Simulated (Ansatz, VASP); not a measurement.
**TaSi: VASP beside Ansatz**

```
Ta Si
1.0
     2.96818    0.00000    0.00000
     0.00000    2.96818    0.00000
     0.00000    0.00000    2.96818
Ta Si
1 1
Direct
  0.00000 0.00000 0.00000
  0.50000 0.50000 0.50000
```

Alike in both runs: task relaxation of cell and atoms; functional PBEsol; k mesh 14 × 14 × 14; occupations fermi-dirac, width 0.05 eV; no spin polarisation.

|  | VASP | Ansatz |
| --- | --- | --- |
| version | VASP 6.6.1 | Ansatz 0.2.0 |
| potentials or method | VASP PAW PBE potentials, release 64 (Ta_pv, Si) | PAW with Ansatz's default frozen-core files, scalar-relativistic |
| plane-wave cutoff (eV) | 600 | 420 |
| valence electrons in the cell | 15 | 17 |

Ansatz gave:

| Item | Value |
| --- | --- |
| gap on the k mesh at the Fermi level, each at its own relaxed structure (eV) | none |
| relaxed volume (Å³/atom) | 15.25 |
| relaxed cell length with the largest relative difference (Å) | 3.124 |

Problem. Which values does VASP return?

Solution. gap on the k mesh at the Fermi level, each at its own relaxed structure (eV): none; relaxed volume (Å³/atom): 15.28; relaxed cell length with the largest relative difference (Å): 3.126.

VASP's potentials were made for PBE, not for PBEsol. A gap of «none» marks a metal or a gap that the smearing closes. VASP's potentials hold 15 valence electrons a cell and Ansatz's 17, so a difference there can come from the potentials and not from the codes. Ansatz's warnings: stress scf threshold loose.

Spin-orbit coupling is off throughout. Noted on VASP's run: the volume moved by over 15 % at a fixed basis, so the end points are rough.
